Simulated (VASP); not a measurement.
# Cr (Im-3m) in VASP: a series of runs

Cr is run at these levels: PBE-based screened hybrid with 25 % exact exchange, BHLYP; tasks: single point.

Everything below comes from runs of VASP 6.6.1. Logs are shortened: lines on timing, memory, paths and dates and some standing lists are left out, and cuts for length are marked.

## 1. The cell of the first run

The structure is cubic, space group Im-3m (No. 229). Conventional cell: a = 2.908 Å, b = 2.908 Å, c = 2.908 Å, α = 90.00°, β = 90.00°, γ = 90.00°. Within 3.3 Å of Cr (site symmetry m-3m) lie 14 Cr at 2.52 to 2.91 Å.

## 2. Single point, PBE-based screened hybrid with 25 % exact exchange, collinear spin, ferromagnetic start

File POSCAR:

```
Cr
1.0
   -1.4541462833      1.4541462833      1.4541462833
    1.4541462833     -1.4541462833      1.4541462833
    1.4541462833      1.4541462833     -1.4541462833
Cr
1
Direct
    0.0000000000      0.0000000000      0.0000000000
```

File INCAR.step1:

```
PREC = Accurate
ENCUT = 400
EDIFF = 1E-5
ISMEAR = -1
SIGMA = 0.05
LREAL = F
LASPH = T
NELM = 200
ALGO = Normal
ISIF = 2
LWAVE = T
LCHARG = F
ISPIN = 2
MAGMOM = 3
LORBIT = 11
LMAXMIX = 4
NBANDS = 16
GGA = PE
GGA_COMPAT = F
```

File INCAR.step2:

```
PREC = Accurate
ENCUT = 400
EDIFF = 1E-6
ISMEAR = -1
SIGMA = 0.05
LREAL = F
LASPH = T
NELM = 200
ALGO = Normal
ISIF = 2
LWAVE = F
LCHARG = F
ISPIN = 2
MAGMOM = 3
LORBIT = 11
LMAXMIX = 4
GGA = PE
LHFCALC = T
AEXX = 0.25
HFSCREEN = 0.3
PRECFOCK = Normal
NBANDS = 16
ISTART = 1
GGA_COMPAT = F
```

File KPOINTS:

```
Automatic mesh
0
Gamma
  6 6 6
```

Potentials or basis: VASP PAW PBE potentials, release 64 (Cr_pv).

On the command line:

```
$ cat potpaw_PBE.64/Cr_pv/POTCAR > POTCAR
$ cp INCAR.step1 INCAR
$ mpirun -np 1 vasp_std > vasp.out
$ cp INCAR.step2 INCAR
$ mpirun -np 1 vasp_std > vasp.out
```

OUTCAR:

```text
PREC = Accurate
   ENCUT = 400
   EDIFF = 1E-6
   ISMEAR = -1
   LREAL = F
   LASPH = T
   NELM = 200
   ISIF = 2
   ISPIN = 2
   LORBIT = 11
   GGA = PE
   LHFCALC = T
   AEXX = 0.25
   HFSCREEN = 0.3
   PRECFOCK = Normal
   ISTART = 1

 ion  position               nearest neighbor table
   1  0.000  0.000  0.000-

  LATTYP: Found a body centered cubic cell.
 ALAT       =     2.9082925666

  Lattice vectors:

 A1 = (  -1.4541462833,   1.4541462833,   1.4541462833)
 A2 = (   1.4541462833,  -1.4541462833,   1.4541462833)
 A3 = (   1.4541462833,   1.4541462833,  -1.4541462833)

Analysis of symmetry for initial positions (statically):
=====================================================================
 Subroutine PRICEL returns:
 Original cell was already a primitive cell.

 Routine SETGRP: Setting up the symmetry group for a
 body centered cubic supercell.

 Subroutine GETGRP returns: Found 48 space group operations
 (whereof 48 operations were pure point group operations)
 out of a pool of 48 trial point group operations.

The static configuration has the point symmetry O_h .

Analysis of symmetry for dynamics (positions and initial velocities):
=====================================================================
 Subroutine PRICEL returns:
 Original cell was already a primitive cell.

 Routine SETGRP: Setting up the symmetry group for a
 body centered cubic supercell.

 Subroutine GETGRP returns: Found 48 space group operations
 (whereof 48 operations were pure point group operations)
 out of a pool of 48 trial point group operations.

The dynamic configuration has the point symmetry O_h .

Analysis of structural, dynamic, and magnetic symmetry:
=====================================================================
 Subroutine PRICEL returns:
 Original cell was already a primitive cell.

 Routine SETGRP: Setting up the symmetry group for a
 body centered cubic supercell.

 Subroutine GETGRP returns: Found 48 space group operations
 (whereof 48 operations were pure point group operations)
 out of a pool of 48 trial point group operations.

The overall configuration has the point symmetry O_h .

 Subroutine INISYM returns: Found 48 space group operations
 (whereof 48 operations are pure point group operations),
 and found     1 'primitive' translations

----------------------------------------------------------------------------------------

                                     Primitive cell

  volume of cell :      12.2994
[... 104 lines left out ...]
   LHFCALC =     T    Hartree Fock is set to
   PRECFOCK=normal    Normal, Fast or Accurate (Low or Medium for compatibility)
   ENCUT4O =  -1.0   cutoff for four orbital integrals eV
   NKREDX  =     1    reduce k-point grid by
   NKREDY  =     1    reduce k-point grid by
   NKREDZ  =     1    reduce k-point grid by
   AEXX    =    0.2500 exact exchange contribution
   HFSCREEN=    0.3000 screening length (either q_TF or 0.3 A-1)
   HFSCREENC=   0.3000 screening length for correlation (either q_TF or 0.3 A-1)
   ENCUTFOCK=  -1.0 apply spherical cutoff to Coloumb kernel
   IVDW    =     0    specifies the selected vdW correction
   LEPSILON=     F    determine dielectric tensor
   LRPA    =     F    only Hartree local field effects (RPA)
 spin polarized calculation
  energy-cutoff  :      400.00
  volume of cell :       12.30
 maximum number of plane-waves:       236
  NGX = 14; NGY = 14; NGZ = 14

 number of electron      11.9999984 magnetization      -0.0000003

 number of electron      11.9999984 magnetization       0.0000187

 Free energy of the ion-electron system (eV)
  ---------------------------------------------------
  ext. energy  EPLUGINS =         0.00000000
  ---------------------------------------------------
  free energy    TOTEN  =       -11.21455057 eV

  energy without entropy =      -11.20722788  energy(sigma->0) =      -11.21088923

 E-fermi :  10.2339     XC(G=0): -11.0039

 val. band max:        9.5560445696   @ k =   0.1667   0.0000   0.0000
 cond. band min:      10.2584543479   @ k =  -0.1667   0.1667   0.1667
 fundamental gap:      0.7024097783
 Fermi energy:        10.2338679258

 spin component 1

 k-point     1 :       0.0000    0.0000    0.0000
  band No.  band energies     occupation
      1     -36.3220      1.00000
      2     -36.3220      1.00000
      3     -36.3220      1.00000
      4       1.3302      1.00000
      5       8.6490      1.00000
      6       8.6490      1.00000
[... 280 lines left out ...]
      2     -36.8896      1.00000
      3     -36.8896      1.00000
      4       5.7363      1.00000
      5       5.7363      1.00000
      6      12.4700      0.00000
[... 8 lines left out ...]
     15      33.2594      0.00000
     16      45.7856      0.00000
 Fermi energy:        10.2338679258

 spin component 2

 k-point     1 :       0.0000    0.0000    0.0000
  band No.  band energies     occupation
      1     -36.3220      1.00000
      2     -36.3220      1.00000
      3     -36.3220      1.00000
      4       1.3302      1.00000
      5       8.6490      1.00000
      6       8.6491      1.00000
[... 281 lines left out ...]
      3     -36.8896      1.00000
      4       5.7364      1.00000
      5       5.7364      1.00000
      6      12.4700      0.00000
[... 8 lines left out ...]
     15      33.2594      0.00000
     16      45.7855      0.00000

------------------------ aborting loop because EDIFF is reached ----------------------------------------

  FORCE on cell =-STRESS in cart. coord.  units (eV):
  Direction    XX          YY          ZZ          XY          YZ          ZX
  --------------------------------------------------------------------------------------
  -------------------------------------------------------------------------------------
  Total       -2.0102000     -2.0102000     -2.0102000      0.0000000     -0.0000000     -0.0000000
  in kB     -261.8578321   -261.8578321   -261.8578321      0.0000000     -0.0000000     -0.0000000
  external PRESSURE =    -261.8578321 kB  Pullay stress =       0.0000000 kB

 VOLUME and BASIS-vectors are now :
 -----------------------------------------------------------------------------
  energy-cutoff  :      400.00
  volume of cell :       12.30
      direct lattice vectors                 reciprocal lattice vectors
    -1.454146283  1.454146283  1.454146283     0.000000000  0.343844361  0.343844361
     1.454146283 -1.454146283  1.454146283     0.343844361  0.000000000  0.343844361
     1.454146283  1.454146283 -1.454146283     0.343844361  0.343844361  0.000000000

 POSITION                                       TOTAL-FORCE (eV/Angst)
 -----------------------------------------------------------------------------------
      0.00000      0.00000      0.00000         0.000000      0.000000      0.000000
 -----------------------------------------------------------------------------------
    total drift:                               -0.000000     -0.000001     -0.000002

  FREE ENERGIE OF THE ION-ELECTRON SYSTEM (eV)
  ---------------------------------------------------
  free  energy   TOTEN  =       -11.2145505748 eV

  energy  without entropy=      -11.2072278763  energy(sigma->0) =      -11.21088923

 total charge

# of ion       s       p       d       tot
------------------------------------------
    1        0.473   6.392   4.101  10.966

 magnetization (x)

# of ion       s       p       d       tot
------------------------------------------
    1       -0.000  -0.000   0.000   0.000
```

Wall time 35 min (1 thread of Oxide Virtual Turin-like, shared host); peak memory 0.19 GiB.

Results:

| Item | Value |
| --- | --- |
| Free energy | -11.2146 eV |
| Pressure | -26.2 GPa |
| Band gap on the k mesh | zero (filled and empty bands overlap) |
| Net moment | 0.00 μB per cell |
| Valence electrons inside the program's atomic spheres | Cr 10.97 |

Caveat: the k points lie up to 0.51 Å⁻¹ apart, too coarse for converged energies and pressures of a metal; the moments typed at the start vanished in this run; the PAW data sets were made with another functional, which shifts forces and pressure a little.

(Continued in part 2 of 2.)

The gap in the log of VASP goes by the Fermi energy; the results here count the filled bands.